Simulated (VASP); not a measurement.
# LiF (Immm) in VASP: single point with HSE06

Aim: the single point of LiF with HSE06.

All numbers are computed with VASP 6.6.1; they aren't measurements. Logs are shortened: lines on timing, memory, paths and dates and some standing lists are left out, and cuts for length are marked.

**1. The cell of the first run**

The structure is orthorhombic, space group Immm (No. 71). Conventional cell: a = 2.815 Å, b = 2.828 Å, c = 3.990 Å, α = 90.00°, β = 90.00°, γ = 90.00°. Within 2.6 Å of Li (site symmetry mmm) lie 6 F at 1.99 Å. F (site symmetry mmm) has 6 Li at 1.99 Å within 2.6 Å.

**2. Single point, HSE06 (shear xy strain +0.5%)**

File POSCAR:

```
LiF
1.0
    0.0045881991      1.9948691899      1.9948691899
    1.9948691899      0.0045881991      1.9948691899
    1.9994573890      1.9994573890      0.0000000000
Li F
1 1
Direct
    0.0000000000      0.0000000000      0.0000000000
    0.5000000000      0.5000000000      0.5000000000
```

File INCAR.step1:

```
PREC = Accurate
ENCUT = 520
EDIFF = 1E-5
ISMEAR = 0
SIGMA = 0.01
LREAL = False
LASPH = True
NELM = 100
ALGO = Normal
ISIF = 2
LWAVE = True
GGA = PE
NBANDS = 12
KPAR = 4
```

File INCAR.step2:

```
PREC = Accurate
ENCUT = 520
EDIFF = 1E-6
ISMEAR = 0
SIGMA = 0.01
LREAL = False
LASPH = True
NELM = 100
ALGO = Normal
ISIF = 2
LWAVE = False
LCHARG = True
GGA = PE
LHFCALC = True
HFSCREEN = 0.2079
PRECFOCK = Normal
LVHAR = True
ISTART = 1
NBANDS = 12
KPAR = 4
```

File KPOINTS:

```
regular mesh
0
Gamma
  8 8 8
```

Potentials or basis: VASP PAW PBE potentials, release 64 (Li_sv, F).

On the command line:

```sh
$ cat potpaw_PBE.64/Li_sv/POTCAR potpaw_PBE.64/F/POTCAR > POTCAR
$ cp INCAR.step1 INCAR
$ mpirun -np 4 vasp_std > vasp.out
$ cp INCAR.step2 INCAR
$ mpirun -np 4 vasp_std > vasp.out
```

OUTCAR:

```text
PREC = Accurate
   ENCUT = 520
   EDIFF = 1E-6
   ISMEAR = 0
   LREAL = False
   LASPH = True
   NELM = 100
   ISIF = 2
   GGA = PE
   LHFCALC = True
   HFSCREEN = 0.2079
   PRECFOCK = Normal
   ISTART = 1

 ion  position               nearest neighbor table
   1  0.000  0.000  0.000-   2 1.99   2 1.99   2 1.99   2 1.99   2 1.99   2 1.99
   2  0.500  0.500  0.500-   1 1.99   1 1.99   1 1.99   1 1.99   1 1.99   1 1.99

  LATTYP: Found a body centered orthorhombic cell.
 ALAT       =     2.8146823701
 B/A-ratio  =     1.0046106044
 C/A-ratio  =     1.4174737520

  Lattice vectors:

 A1 = (   1.9948691899,   0.0045881991,  -1.9948691899)
 A2 = (  -1.9948691899,  -0.0045881991,  -1.9948691899)
 A3 = (   0.0045881991,   1.9948691899,   1.9948691899)

Analysis of symmetry for initial positions (statically):
=====================================================================
 Subroutine PRICEL returns:
 Original cell was already a primitive cell.

 Routine SETGRP: Setting up the symmetry group for a
 body centered orthorhombic supercell.

 Subroutine GETGRP returns: Found  8 space group operations
 (whereof  8 operations were pure point group operations)
 out of a pool of  8 trial point group operations.

The static configuration has the point symmetry D_2h.

Analysis of symmetry for dynamics (positions and initial velocities):
=====================================================================
 Subroutine PRICEL returns:
 Original cell was already a primitive cell.

 Routine SETGRP: Setting up the symmetry group for a
 body centered orthorhombic supercell.

 Subroutine GETGRP returns: Found  8 space group operations
 (whereof  8 operations were pure point group operations)
 out of a pool of  8 trial point group operations.

The dynamic configuration has the point symmetry D_2h.

 Subroutine INISYM returns: Found  8 space group operations
 (whereof  8 operations are pure point group operations),
 and found     1 'primitive' translations

----------------------------------------------------------------------------------------

                                     Primitive cell

  volume of cell :      15.8771

  direct lattice vectors                    reciprocal lattice vectors
     0.004588199  1.994869190  1.994869190    -0.251220809  0.251220809  0.250643001
     1.994869190  0.004588199  1.994869190     0.251220809 -0.251220809  0.250643001
     1.999457389  1.999457389  0.000000000     0.250067845  0.250067845 -0.250643001

  length of vectors
     2.821174795  2.821174795  2.827659757     0.434793863  0.434793863  0.433462533

  position of ions in fractional coordinates (direct lattice)
     0.000000000  0.000000000  0.000000000
     0.500000000  0.500000000  0.500000000

  ion indices of the primitive-cell ions
   primitive index   ion index
                 1           1
                 2           2

----------------------------------------------------------------------------------------

 KPOINTS: regular mesh

Automatic generation of k-mesh.
 Grid dimensions read from file:
 generate k-points for:    8    8    8

 Generating k-lattice:

  Cartesian coordinates                     Fractional coordinates (reciprocal lattice)
    -0.031402601  0.031402601  0.031330375     0.125000000 -0.000000000  0.000000000
     0.031402601 -0.031402601  0.031330375    -0.000000000  0.125000000  0.000000000
     0.031258481  0.031258481 -0.031330375    -0.000000000 -0.000000000  0.125000000

  Length of vectors
     0.054349233  0.054349233  0.054182817

  Shift w.r.t. Gamma in fractional coordinates (k-lattice)
     0.000000000  0.000000000  0.000000000

 Subroutine IBZKPT returns following result:
 ===========================================

 Found     95 irreducible k-points:

 Following reciprocal coordinates:
            Coordinates               Weight
  0.000000  0.000000  0.000000      1.000000
  0.125000  0.000000  0.000000      4.000000
  0.250000  0.000000  0.000000      4.000000
  0.375000  0.000000  0.000000      4.000000
  0.500000  0.000000  0.000000      2.000000
  0.125000  0.125000  0.000000      2.000000
[... 16 lines left out ...]
  0.125000 -0.000000  0.125000      4.000000
  0.250000  0.000000  0.125000      8.000000
 [... further k-points ...]
   k-points           NKPTS =     95   k-points in BZ     NKDIM =    512   number of bands    NBANDS=     12
   number of dos      NEDOS =    301   number of ions     NIONS =      2
   total plane-waves  NPLWV =  13824
   dimension x,y,z NGX =    24 NGY =   24 NGZ =   24
   dimension x,y,z NGXF=    48 NGYF=   48 NGZF=   48
   ions per type =               1   1
   NGX,Y,Z   is equivalent  to a cutoff of  14.14, 14.14, 14.11 a.u.
   NGXF,Y,Z  is equivalent  to a cutoff of  28.29, 28.29, 28.22 a.u.
 SYSTEM =  unknown system
   PREC   = accura    normal or accurate (medium, high low for compatibility)
   ISTART =      1    job   : 0-new  1-cont  2-samecut
   ICHARG =      0    charge: 1-file 2-atom 10-const
   ISPIN  =      1    spin polarized calculation?
   LNONCOLLINEAR =      F non collinear calculations
   LSORBIT =      F    spin-orbit coupling
   LASPH  =      T    aspherical Exc in radial PAW
   ENCUT  =  520.0 eV  38.22 Ry    6.18 a.u.   5.25  5.25  5.26*2*pi/ulx,y,z
   NELM   =    100;   NELMIN=  2; NELMDL=  0     # of ELM steps
   EDIFF  = 0.1E-05   stopping-criterion for ELM
   LREAL  =      F    real-space projection
   EDIFFG = 0.1E-04   stopping-criterion for IOM
   NSW    =      0    number of steps for IOM
   IBRION =     -1    ionic relax: 0-MD 1-quasi-New 2-CG
   NFREE  =      0    steps in history (QN), initial steepest desc. (CG)
   ISIF   =      2    stress and relaxation
   ISYM   =      3    0-nonsym 1-usesym 2-fastsym
   POTIM  = 0.5000    time-step for ionic-motion
   TEBEG  =    0.0;   TEEND  =   0.0 temperature during run
   PSTRESS=    0.0 pullay stress
   NELECT =      10.0000    total number of electrons
   NUPDOWN=      -1.0000    fix difference up-down
   EMIN   =  10.00;   EMAX   =-10.00  energy-range for DOS
   EFERMI =   0.00;   METHOD = LEGACY
   ISMEAR =     0;   SIGMA  =   0.01  broadening in eV -4-tet -1-fermi 0-gaus
   EFERMI_NEDOS =   21; number of points for ismear=-14 and -15
   IALGO  =     38    algorithm
   IMIX   =      1    mixing-type and parameters
     AMIX     =   0.40;   BMIX     =  1.00
     AMIX_MAG =   1.60;   BMIX_MAG =  1.00
  volume/ion in A,a.u.               =       7.94        53.57
  Fermi-wavevector in a.u.,A,eV,Ry     =   1.403302  2.651856 26.793365  1.969257
  Thomas-Fermi vector in A             =   2.525978
   LORBIT       =      0    0 simple, 1 ext, 2 COOP (PROOUT), +10 PAW based schemes
   GGA     = PE    functional components
   LHFCALC =     T    Hartree Fock is set to
   PRECFOCK=normal    Normal, Fast or Accurate (Low or Medium for compatibility)
   ENCUT4O =  -1.0   cutoff for four orbital integrals eV
   NKREDX  =     1    reduce k-point grid by
   NKREDY  =     1    reduce k-point grid by
   NKREDZ  =     1    reduce k-point grid by
   AEXX    =    0.2500 exact exchange contribution
   HFSCREEN=    0.2079 screening length (either q_TF or 0.3 A-1)
   HFSCREENC=   0.2079 screening length for correlation (either q_TF or 0.3 A-1)
   ENCUTFOCK=  -1.0 apply spherical cutoff to Coloumb kernel
   IVDW    =     0    specifies the selected vdW correction
   LEPSILON=     F    determine dielectric tensor
   LRPA    =     F    only Hartree local field effects (RPA)
 non-spin polarized calculation
 Gauss-broadening in eV      SIGMA  =   0.01
  energy-cutoff  :      520.00
  volume of cell :       15.88
 maximum number of plane-waves:       444
 NGX is ok and might be reduce to    24
  NGX = 16; NGY = 16; NGZ = 16

 number of electron       9.9999997 magnetization

 Free energy of the ion-electron system (eV)
  ---------------------------------------------------
  ext. energy  EPLUGINS =         0.00000000
  ---------------------------------------------------
  free energy    TOTEN  =       -11.38601701 eV

  energy without entropy =      -11.38601701  energy(sigma->0) =      -11.38601701

 E-fermi :  -2.4547     XC(G=0):  -8.2758

 val. band max:       -2.5488794233   @ k =   0.0000   0.0000   0.0000
 cond. band min:       9.1052949287   @ k =   0.0000   0.0000   0.0000
 fundamental gap:     11.6541743520
 Fermi energy:        -2.4546846618

 k-point     1 :       0.0000    0.0000    0.0000
  band No.  band energies     occupation
      1     -45.4686      2.00000
      2     -24.2186      2.00000
      3      -2.5743      2.00000
      4      -2.5617      2.00000
      5      -2.5489      2.00000
      6       9.1053      0.00000
      7      24.4109      0.00000
      8      24.4361      0.00000
      9      24.4642      0.00000
     10      24.4891      0.00000
     11      24.5697      0.00000
     12      24.6502      0.00000

 k-point     2 :       0.1250    0.0000    0.0000
  band No.  band energies     occupation
      1     -45.4588      2.00000
      2     -24.1526      2.00000
      3      -3.0202      2.00000
      4      -2.6138      2.00000
      5      -2.5980      2.00000
      6       9.5564      0.00000
      7      20.8445      0.00000
      8      22.6280      0.00000
      9      22.6754      0.00000
     10      25.9418      0.00000
     11      25.9776      0.00000
     12      26.0427      0.00000

 k-point     3 :       0.2500    0.0000    0.0000
  band No.  band energies     occupation
      1     -45.4348      2.00000
      2     -23.9864      2.00000
      3      -4.0396      2.00000
      4      -2.7066      2.00000
      5      -2.6934      2.00000
      6      10.3807      0.00000
      7      18.1972      0.00000
      8      20.7607      0.00000
      9      20.8018      0.00000
     10      27.4509      0.00000
     11      27.8763      0.00000
     12      27.9831      0.00000
[... 286 lines left out ...]
 k-point    23 :       0.1250   -0.0000    0.1250
  band No.  band energies     occupation
      1     -45.4556      2.00000
      2     -24.1288      2.00000
      3      -2.9869      2.00000
      4      -2.7285      2.00000
      5      -2.7281      2.00000
      6       9.7642      0.00000
      7      21.6141      0.00000
      8      22.1192      0.00000
      9      22.1248      0.00000
     10      22.4251      0.00000
     11      28.3513      0.00000
     12      28.3540      0.00000

 k-point    24 :       0.2500    0.0000    0.1250
  band No.  band energies     occupation
      1     -45.4365      2.00000
      2     -23.9891      2.00000
      3      -3.7821      2.00000
      4      -2.8850      2.00000
      5      -2.8314      2.00000
      6      10.6238      0.00000
      7      18.6646      0.00000
      8      20.8432      0.00000
      9      21.0914      0.00000
     10      23.5300      0.00000
     11      29.8934      0.00000
     12      30.1381      0.00000

 [... further k-points ...]

------------------------ aborting loop because EDIFF is reached ----------------------------------------

  FORCE on cell =-STRESS in cart. coord.  units (eV):
  Direction    XX          YY          ZZ          XY          YZ          ZX
  --------------------------------------------------------------------------------------
  -------------------------------------------------------------------------------------
  Total        0.1097336      0.1097336      0.1093861     -0.0307822      0.0000000      0.0000000
  in kB       11.0733536     11.0733536     11.0382859     -3.1062727      0.0000000      0.0000000
  external PRESSURE =      11.0616644 kB  Pullay stress =       0.0000000 kB

 VOLUME and BASIS-vectors are now :
 -----------------------------------------------------------------------------
  energy-cutoff  :      520.00
  volume of cell :       15.88
      direct lattice vectors                 reciprocal lattice vectors
     0.004588199  1.994869190  1.994869190    -0.251220809  0.251220809  0.250643001
     1.994869190  0.004588199  1.994869190     0.251220809 -0.251220809  0.250643001
     1.999457389  1.999457389  0.000000000     0.250067845  0.250067845 -0.250643001

 POSITION                                       TOTAL-FORCE (eV/Angst)
 -----------------------------------------------------------------------------------
      0.00000      0.00000      0.00000         0.000000      0.000000      0.000000
      1.99946      1.99946      1.99487         0.000000      0.000000     -0.000000
 -----------------------------------------------------------------------------------
    total drift:                               -0.000000     -0.000000      0.000000

  FREE ENERGIE OF THE ION-ELECTRON SYSTEM (eV)
  ---------------------------------------------------
  free  energy   TOTEN  =       -11.3860170064 eV

  energy  without entropy=      -11.3860170064  energy(sigma->0) =      -11.38601701
```

Wall time 15 min (4 MPI ranks of Intel Xeon Platinum 8259CL at 2.50GHz (Skylake/Cascade Lake), shared host); peak memory 0.24 GiB.

What came out:

| Quantity | Value |
| --- | --- |
| Free energy | -11.3860 eV |
| Band gap on the k mesh | 11.65 eV |

Caveat: the cell differs from its parent crystal (shear xy strain +0.5%); the cutoff is under 1.25 times the usual one of these potentials, so pressure, stress and relaxed cells hold a basis-set (Pulay) error; the PAW data sets were made with another functional, which shifts forces and pressure a little. A k mesh can miss the band edges.
